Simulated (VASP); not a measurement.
# KF (Fmmm) in VASP: further runs, part 2 of 2

VASP 6.6.1. Earlier steps stand in the parts before.

### Step 4. Single point, PBE (strain -0.0100 x Voigt [1, -1, 0, 0, 0, 0])

File INCAR:

```
  PREC = Accurate
  ENCUT = 520
  EDIFF = 1E-6
  ISMEAR = 0
  SIGMA = 0.05
  LREAL = F
  LASPH = T
  NELM = 80
  ALGO = Normal
  ISIF = 2
  LWAVE = F
  LCHARG = F
  GGA = PE
  NBANDS = 15
```

File KPOINTS:

```
regular mesh
0
Gamma
  8 8 8
```

File POSCAR:

```
KF
1.0
    0.0000000000      2.7002350000      2.6735000000
    2.6467650000      0.0000000000      2.6735000000
    2.6467650000      2.7002350000      0.0000000000
K F
1 1
Direct
    0.0000000000      0.0000000000      0.0000000000
    0.5000000000      0.5000000000      0.5000000000
```

Potentials or basis: VASP PAW PBE potentials, release 64 (K_sv, F).

Run with:

```bash
> cat potpaw_PBE.64/K_sv/POTCAR potpaw_PBE.64/F/POTCAR > POTCAR
> mpirun -np 1 vasp_std > vasp.out
```

OUTCAR:

```text
PREC = Accurate
   ENCUT = 520
   EDIFF = 1E-6
   ISMEAR = 0
   LREAL = F
   LASPH = T
   NELM = 80
   ISIF = 2
   GGA = PE

 ion  position               nearest neighbor table
   1  0.000  0.000  0.000-   2 2.65   2 2.65   2 2.67   2 2.67   2 2.70   2 2.70
   2  0.500  0.500  0.500-   1 2.65   1 2.65   1 2.67   1 2.67   1 2.70   1 2.70

  LATTYP: Found a face centered orthorhombic cell.
 ALAT       =     5.2935300000
 B/A-ratio  =     1.0101010101
[... 622 lines left out ...]

------------------------ aborting loop because EDIFF is reached ----------------------------------------

  FORCE on cell =-STRESS in cart. coord.  units (eV):
  Direction    XX          YY          ZZ          XY          YZ          ZX
  --------------------------------------------------------------------------------------
  -------------------------------------------------------------------------------------
  Total        0.4739830      0.1924178      0.3246898      0.0000000      0.0000000      0.0000000
  in kB       19.8722144      8.0673080     13.6129441      0.0000000      0.0000000      0.0000000
  external PRESSURE =      13.8508222 kB  Pullay stress =       0.0000000 kB

 VOLUME and BASIS-vectors are now :
 -----------------------------------------------------------------------------
  energy-cutoff  :      520.00
  volume of cell :       38.21
      direct lattice vectors                 reciprocal lattice vectors
     0.000000000  2.700235000  2.673500000    -0.188909858  0.185169069  0.187020759
     2.646765000  0.000000000  2.673500000     0.188909858 -0.185169069  0.187020759
     2.646765000  2.700235000  0.000000000     0.188909858  0.185169069 -0.187020759

 POSITION                                       TOTAL-FORCE (eV/Angst)
 -----------------------------------------------------------------------------------
      0.00000      0.00000      0.00000         0.000000     -0.000000      0.000000
      2.64676      2.70024      2.67350        -0.000000      0.000000      0.000000
 -----------------------------------------------------------------------------------
    total drift:                                0.000000      0.000000      0.000000

  FREE ENERGIE OF THE ION-ELECTRON SYSTEM (eV)
  ---------------------------------------------------
  free  energy   TOTEN  =        -8.2893585368 eV

  energy  without entropy=       -8.2893585368  energy(sigma->0) =       -8.28935854
```

OSZICAR:

```text
N       E                     dE             d eps       ncg     rms          rms(c)
DAV:   1     0.110658861069E+03    0.11066E+03   -0.82967E+03  2866   0.104E+03
DAV:   2    -0.492071495001E+01   -0.11558E+03   -0.10583E+03  3702   0.283E+02
DAV:   3    -0.943067180398E+01   -0.45100E+01   -0.44865E+01  3764   0.499E+01
DAV:   4    -0.955236462579E+01   -0.12169E+00   -0.12168E+00  3846   0.768E+00
DAV:   5    -0.955389649593E+01   -0.15319E-02   -0.15319E-02  3795   0.770E-01    0.633E+00
DAV:   6    -0.832027985512E+01    0.12336E+01   -0.35081E+00  2969   0.148E+01    0.402E+00
DAV:   7    -0.829120167469E+01    0.29078E-01   -0.66276E-02  3627   0.223E+00    0.226E+00
DAV:   8    -0.828709314439E+01    0.41085E-02   -0.51207E-02  3137   0.223E+00    0.194E-01
DAV:   9    -0.828866206797E+01   -0.15689E-02   -0.38177E-03  3606   0.513E-01    0.123E-01
DAV:  10    -0.828923137887E+01   -0.56931E-03   -0.47189E-04  2990   0.188E-01    0.616E-02
DAV:  11    -0.828935958299E+01   -0.12820E-03   -0.12793E-04  3011   0.948E-02    0.196E-02
DAV:  12    -0.828935841461E+01    0.11684E-05   -0.12640E-05  3539   0.354E-02    0.433E-03
DAV:  13    -0.828935853682E+01   -0.12222E-06   -0.21247E-06  3109   0.131E-02
   1 F= -.82893585E+01 E0= -.82893585E+01  d E =-.776971E-11
```

stdout:

```text
POSCAR found type information on POSCAR K F
 POSCAR found :  2 types and       2 ions
 scaLAPACK will be used
 LDA part: xc-table for (Slater+PW92), standard interpolation
 POSCAR, INCAR and KPOINTS ok, starting setup
 FFT: planning ... GRIDC
 FFT: planning ... GRID_SOFT
 FFT: planning ... GRID
 WAVECAR not read
 entering main loop
```

Wall time 76 s (1 thread of Intel Xeon 8259CL, shared host); peak memory 0.19 GiB.

Results:

```yaml
Free_energy: -8.2894 eV
Pressure: 1.4 GPa
Band_gap_on_the_k_mesh: 6.14 eV
```

Stress tensor (GPa, compression positive):
```
1.99 0.00 0.00
0.00 0.81 0.00
0.00 0.00 1.36
```

Levels at points of the mesh, in eV from the valence-band top:
```csv
k point,band 6,band 7,band 8,band 9,band 10,band 11
"(0.00, 0.00, 0.00)",-0.03,-0.02,0.00,6.14,10.60,10.66
"(0.50, 0.00, 0.00)",-0.81,-0.36,-0.36,9.04,10.58,12.00
"(0.50, 0.50, 0.00)",-0.23,-0.09,-0.06,8.19,10.28,11.78
"(0.50, 0.00, 0.50)",-0.25,-0.07,-0.05,8.22,10.27,11.69
"(0.00, 0.50, 0.50)",-0.20,-0.09,-0.07,8.15,10.29,11.88
```

Caveat: the cell differs from its parent crystal (strain -0.0100 x Voigt [1, -1, 0, 0, 0, 0]).

### Step 5. Single point, PBE (strain +0.0050 x Voigt [1, -1, 0, 0, 0, 0])

File INCAR:

```
SYSTEM = KF
PREC = Accurate
ENCUT = 520
EDIFF = 1E-6
ISMEAR = 0
SIGMA = 0.05
LREAL = .FALSE.
LASPH = .TRUE.
NELM = 80
ALGO = Normal
ISIF = 2
LWAVE = .FALSE.
LCHARG = .FALSE.
GGA = PE
NBANDS = 15
```

File KPOINTS:

```
regular mesh
0
G
  8 8 8
  0 0 0
```

File POSCAR:

```
KF
1.0
    0.0000000000      2.6601325000      2.6735000000
    2.6868675000      0.0000000000      2.6735000000
    2.6868675000      2.6601325000      0.0000000000
K F
1 1
Direct
    0.0000000000      0.0000000000      0.0000000000
    0.5000000000      0.5000000000      0.5000000000
```

Potentials or basis: VASP PAW PBE potentials, release 64 (K_sv, F).

Run with:

```bash
> cat potpaw_PBE.64/K_sv/POTCAR potpaw_PBE.64/F/POTCAR > POTCAR
> mpirun -np 1 vasp_std > vasp.out
```

OUTCAR:

```text
SYSTEM = KF
   PREC = Accurate
   ENCUT = 520
   EDIFF = 1E-6
   ISMEAR = 0
   LREAL = .FALSE.
   LASPH = .TRUE.
   NELM = 80
   ISIF = 2
   GGA = PE

 ion  position               nearest neighbor table
   1  0.000  0.000  0.000-   2 2.66   2 2.66   2 2.67   2 2.67   2 2.69   2 2.69
   2  0.500  0.500  0.500-   1 2.66   1 2.66   1 2.67   1 2.67   1 2.69   1 2.69

  LATTYP: Found a face centered orthorhombic cell.
 ALAT       =     5.3202650000
 B/A-ratio  =     1.0050251256
 C/A-ratio  =     1.0100502513

  Lattice vectors:

 A1 = (  -2.6868675000,   0.0000000000,  -2.6735000000)
 A2 = (  -2.6868675000,   2.6601325000,   0.0000000000)
 A3 = (   0.0000000000,   2.6601325000,  -2.6735000000)

Analysis of symmetry for initial positions (statically):
=====================================================================
 Subroutine PRICEL returns:
 Original cell was already a primitive cell.

 Routine SETGRP: Setting up the symmetry group for a
 face centered orthorhombic supercell.

 Subroutine GETGRP returns: Found  8 space group operations
 (whereof  8 operations were pure point group operations)
 out of a pool of  8 trial point group operations.

The static configuration has the point symmetry D_2h.

Analysis of symmetry for dynamics (positions and initial velocities):
=====================================================================
 Subroutine PRICEL returns:
 Original cell was already a primitive cell.

 Routine SETGRP: Setting up the symmetry group for a
 face centered orthorhombic supercell.

 Subroutine GETGRP returns: Found  8 space group operations
 (whereof  8 operations were pure point group operations)
 out of a pool of  8 trial point group operations.

The dynamic configuration has the point symmetry D_2h.

 Subroutine INISYM returns: Found  8 space group operations
 (whereof  8 operations are pure point group operations),
 and found     1 'primitive' translations

----------------------------------------------------------------------------------------

[... 123 lines left out ...]
 non-spin polarized calculation
 Gauss-broadening in eV      SIGMA  =   0.05
  energy-cutoff  :      520.00
  volume of cell :       38.22
 maximum number of plane-waves:      1040
   NGX = 13   NGY = 15   NGZ = 13

 number of electron      16.0000001 magnetization

 Free energy of the ion-electron system (eV)
  ---------------------------------------------------
  ext. energy  EPLUGINS =         0.00000000
  ---------------------------------------------------
  free energy    TOTEN  =        -8.29043953 eV

  energy without entropy =       -8.29043953  energy(sigma->0) =       -8.29043953

 E-fermi :  -2.6048     XC(G=0):  -8.3954

 val. band max:       -2.8020012215   @ k =   0.0000   0.0000   0.0000
 cond. band min:       3.3462271041   @ k =   0.0000   0.0000   0.0000
 fundamental gap:      6.1482283255
 Fermi energy:        -2.6047855613

 k-point     1 :       0.0000    0.0000    0.0000
  band No.  band energies     occupation
      1     -28.9517      2.00000
      2     -21.4646      2.00000
      3     -12.2051      2.00000
      4     -12.2034      2.00000
      5     -12.2022      2.00000
      6      -2.8167      2.00000
      7      -2.8096      2.00000
      8      -2.8020      2.00000
      9       3.3462      0.00000
     10       7.8368      0.00000
     11       7.8653      0.00000
     12       7.8936      0.00000
     13       9.4922      0.00000
     14       9.5771      0.00000
[... 401 lines left out ...]
      2     -21.5259      2.00000
      3     -12.4242      2.00000
      4     -12.2783      2.00000
      5     -12.2643      2.00000
      6      -3.4038      2.00000
      7      -3.0684      2.00000
      8      -3.0100      2.00000
      9       5.8264      0.00000
     10       6.9130      0.00000
     11       9.0562      0.00000
     12       9.2310      0.00000
     13      10.6100      0.00000
     14      10.7594      0.00000
     15      14.6901      0.00000

 [... further k-points ...]

------------------------ aborting loop because EDIFF is reached ----------------------------------------

  FORCE on cell =-STRESS in cart. coord.  units (eV):
  Direction    XX          YY          ZZ          XY          YZ          ZX
  --------------------------------------------------------------------------------------
  -------------------------------------------------------------------------------------
  Total        0.2555159      0.3959338      0.3235851      0.0000000     -0.0000000      0.0000000
  in kB       10.7119579     16.5986769     13.5656139      0.0000000     -0.0000000      0.0000000
  external PRESSURE =      13.6254162 kB  Pullay stress =       0.0000000 kB

 VOLUME and BASIS-vectors are now :
 -----------------------------------------------------------------------------
  energy-cutoff  :      520.00
  volume of cell :       38.22
      direct lattice vectors                 reciprocal lattice vectors
     0.000000000  2.660132500  2.673500000    -0.186090308  0.187960562  0.187020759
     2.686867500  0.000000000  2.673500000     0.186090308 -0.187960562  0.187020759
     2.686867500  2.660132500  0.000000000     0.186090308  0.187960562 -0.187020759

 POSITION                                       TOTAL-FORCE (eV/Angst)
 -----------------------------------------------------------------------------------
      0.00000      0.00000      0.00000         0.000000     -0.000000      0.000000
      2.68687      2.66013      2.67350         0.000000      0.000000      0.000000
 -----------------------------------------------------------------------------------
    total drift:                                0.000000      0.000000      0.000000

  FREE ENERGIE OF THE ION-ELECTRON SYSTEM (eV)
  ---------------------------------------------------
  free  energy   TOTEN  =        -8.2904395253 eV

  energy  without entropy=       -8.2904395253  energy(sigma->0) =       -8.29043953
```

OSZICAR:

```text
N       E                     dE             d eps       ncg     rms          rms(c)
DAV:   1     0.109159341785E+03    0.10916E+03   -0.82289E+03  2850   0.103E+03
DAV:   2    -0.497545814505E+01   -0.11413E+03   -0.10509E+03  3784   0.282E+02
DAV:   3    -0.944161099957E+01   -0.44662E+01   -0.44454E+01  3806   0.498E+01
DAV:   4    -0.955281654577E+01   -0.11121E+00   -0.11119E+00  3740   0.756E+00
DAV:   5    -0.955459622486E+01   -0.17797E-02   -0.17797E-02  3979   0.778E-01    0.632E+00
DAV:   6    -0.832140701131E+01    0.12332E+01   -0.35084E+00  2955   0.147E+01    0.401E+00
DAV:   7    -0.829231351079E+01    0.29094E-01   -0.65956E-02  3662   0.223E+00    0.225E+00
DAV:   8    -0.828817120193E+01    0.41423E-02   -0.51162E-02  3130   0.223E+00    0.194E-01
DAV:   9    -0.828974238725E+01   -0.15712E-02   -0.38090E-03  3571   0.513E-01    0.123E-01
DAV:  10    -0.829031266080E+01   -0.57027E-03   -0.46890E-04  2990   0.187E-01    0.617E-02
DAV:  11    -0.829044039741E+01   -0.12774E-03   -0.12799E-04  2955   0.947E-02    0.194E-02
DAV:  12    -0.829043949380E+01    0.90361E-06   -0.12617E-05  3623   0.354E-02    0.435E-03
DAV:  13    -0.829043952534E+01   -0.31533E-07   -0.21167E-06  3088   0.131E-02
   1 F= -.82904395E+01 E0= -.82904395E+01  d E =-.160151E-10
```

stdout:

```text
POSCAR found type information on POSCAR K F
 POSCAR found :  2 types and       2 ions
 scaLAPACK will be used
 LDA part: xc-table for (Slater+PW92), standard interpolation
 POSCAR, INCAR and KPOINTS ok, starting setup
 FFT: planning ... GRIDC
 FFT: planning ... GRID_SOFT
 FFT: planning ... GRID
 WAVECAR not read
 entering main loop
```

Wall time 82 s (1 thread of Intel Xeon 8259CL, shared host); peak memory 0.19 GiB.

What came out:

* Free energy: -8.2904 eV
* Pressure: 1.4 GPa
* Band gap on the k mesh: 6.15 eV

Levels at points of the mesh, in eV from the valence-band top:
```tsv
k point	band 4	band 5	band 6	band 7	band 8	band 9	band 10	band 11	band 12	band 13
(0.00, 0.00, 0.00)	-9.40	-9.40	-0.01	-0.01	0.00	6.15	10.64	10.67	10.70	12.29
(0.50, 0.00, 0.00)	-9.44	-9.43	-0.80	-0.35	-0.35	9.05	10.58	12.03	12.08	14.27
(0.50, 0.50, 0.00)	-9.62	-9.61	-0.22	-0.07	-0.06	8.19	10.29	11.79	13.59	14.17
(0.50, 0.00, 0.50)	-9.62	-9.61	-0.21	-0.07	-0.07	8.17	10.29	11.84	13.59	14.19
(0.00, 0.50, 0.50)	-9.61	-9.60	-0.23	-0.06	-0.06	8.21	10.28	11.74	13.60	14.19
```

Caveat: the cell differs from its parent crystal (strain +0.0050 x Voigt [1, -1, 0, 0, 0, 0]). A k mesh can miss the band edges.

### Step 6. Summary

```tsv
cell	gap on the mesh (eV)	pressure (GPa)
a = 3.819, b = 3.743, c = 3.782 Å, angles 61.0, 59.0, 60.0°, 2 atoms	6.12	1.5
a = 3.753, b = 3.809, c = 3.781 Å, angles 59.3, 60.7, 60.0°, 2 atoms	6.13	1.4
a = 3.800, b = 3.762, c = 3.781 Å, angles 60.5, 59.5, 60.0°, 2 atoms	6.14	1.4
a = 3.771, b = 3.790, c = 3.781 Å, angles 59.8, 60.2, 60.0°, 2 atoms	6.15	1.4
```

Alike in all rows: task single point; level PBE; potentials or basis VASP PAW PBE potentials, release 64 (K_sv, F); no spin polarisation; k mesh 8 × 8 × 8; cutoff (eV) 520; smearing gaussian 0.05 eV.

Total energies depend on the potentials used, so only differences within one code and one set of settings carry meaning.
